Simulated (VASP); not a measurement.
Wanted: the native input for a VASP 6.6.1 run.

```yaml
Task: single point
Functional: r2SCAN
Potentials_or_basis: VASP PAW PBE potentials, release 64 (Si, C)
Cutoff: 520 eV
k_mesh: 8 × 8 × 6
Occupations: gaussian, width 0.01 eV
Spin: no spin polarisation
Dipole_correction: no
Further_INCAR_settings: ALGO = Normal; EDIFF = 1e-06; NBANDS = 16
```

Crystal: SiC.

```
CELL_PARAMETERS angstrom
3.04598 0.00000 0.00000
-1.52299 2.63790 0.00000
0.00000 0.00000 4.99855
ATOMIC_POSITIONS crystal
Si 0.33333 0.66667 0.00461
Si 0.66667 0.33333 0.50461
C 0.33333 0.66667 0.38039
C 0.66667 0.33333 0.88039
```

These files were run (other wordings do the same):

POSCAR

```
SiC
1.0
    3.0459841504      0.0000000000      0.0000000000
   -1.5229920752      2.6378996538      0.0000000000
    0.0000000000      0.0000000000      4.9985521835
Si C
2 2
Direct
    0.3333333333      0.6666666667      0.0046083248
    0.6666666667      0.3333333333      0.5046083248
    0.3333333333      0.6666666667      0.3803916752
    0.6666666667      0.3333333333      0.8803916752
```

INCAR.step1

```
SYSTEM = SiC
PREC     = Accurate       ! precision mode
ENCUT    = 520            ! plane-wave cutoff, eV
ISMEAR   = 0              ! smearing method
SIGMA    = 0.01           ! smearing width, eV
LREAL    = .FALSE.        ! projectors in reciprocal space
LASPH    = .TRUE.         ! aspherical terms in the spheres
NELM     = 60             ! most SCF steps
NBANDS   = 16             ! bands
GGA      = PE             ! functional
ALGO     = Normal         ! electronic algorithm
EDIFF    = 1E-4           ! SCF threshold, eV
LWAVE    = .TRUE.         ! write WAVECAR
LCHARG   = .FALSE.        ! write CHGCAR
```

INCAR.step2

```
SYSTEM = SiC
PREC     = Accurate       ! precision mode
ENCUT    = 520            ! plane-wave cutoff, eV
EDIFF    = 1E-6           ! SCF threshold, eV
ISMEAR   = 0              ! smearing method
SIGMA    = 0.01           ! smearing width, eV
LREAL    = .FALSE.        ! projectors in reciprocal space
LASPH    = .TRUE.         ! aspherical terms in the spheres
NELM     = 60             ! most SCF steps
ALGO     = Normal         ! electronic algorithm
ISIF     = 2              ! what is computed and relaxed
LWAVE    = .FALSE.        ! write WAVECAR
LCHARG   = .TRUE.         ! write CHGCAR
METAGGA  = R2SCAN         ! meta-GGA
LMIXTAU  = .TRUE.       
LELF     = .TRUE.         ! ELF
LVHAR    = .TRUE.       
NBANDS   = 16             ! bands
ISTART   = 1
```

KPOINTS

```
Automatic mesh
0
G
  8 8 6
  0 0 0
```

Potentials or basis: VASP PAW PBE potentials, release 64 (Si, C).

Command:

```sh
$ cat potpaw_PBE.64/Si/POTCAR potpaw_PBE.64/C/POTCAR > POTCAR
$ cp INCAR.step1 INCAR
$ mpirun -np 1 vasp_std > vasp.out
$ cp INCAR.step2 INCAR
$ mpirun -np 1 vasp_std > vasp.out
```

Results of the run:

```
Pressure               : 6.8 GPa
Band gap on the k mesh : 2.88 eV, indirect (least direct gap 4.55 eV)
```

Caveat: the PAW data sets were made with another functional, which shifts forces and pressure a little.

Run time: 38 s on 1 thread of Intel(R) Xeon(R) Platinum 8559C (Emerald Rapids), with other jobs on the host, peak memory 0.16 GiB.
